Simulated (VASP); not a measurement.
**SiF: single point with PBE**

Crystal: SiF.

```
Si F
1.0
     1.33860    0.77284    3.82034
    -1.33860    0.77284    3.82034
     0.00000   -1.54568    3.82034
Si F
1 1
Direct
  0.50000 0.50000 0.50000
  0.00000 0.00000 0.00000
```

```
Program             : VASP 6.6.1
Task                : single point
Functional          : PBE
Potentials or basis : VASP PAW PBE potentials, release 64 (Si, F)
Cutoff              : 520 eV
k mesh              : 10 × 10 × 10
Occupations         : fermi-dirac, width 0.05 eV
Spin                : no spin polarisation
```

The pressure is 2.6 GPa.

Stress tensor (GPa, compression positive):
```
0.08 0.00 0.00
0.00 0.08 0.00
0.00 0.00 7.71
```

Levels at points of the mesh, in eV from the Fermi level:
```
           k point  band 2  band 3  band 4  band 5  band 6  band 7  band 8  band 9
(0.00, 0.00, 0.00)  -10.51   -7.32   -3.52   -3.52    3.68    7.79   11.27   11.27
(0.50, 0.00, 0.00)   -8.09   -5.85   -4.28   -4.10   -1.74    3.15    6.30    8.65
(0.50, 0.50, 0.00)   -7.61   -6.67   -4.75   -4.18   -1.24    5.59    6.70    6.91
(0.50, 0.50, 0.50)  -12.33   -3.54   -3.54   -3.02   -0.52   10.84   10.84   12.42
```

It took 48 s on 1 thread of Intel Xeon 8259CL (shared host), peak memory 0.18 GiB.

Caveat: an odd number of electrons without spin polarisation forces a metal; a magnetic or distorted state may lie lower.
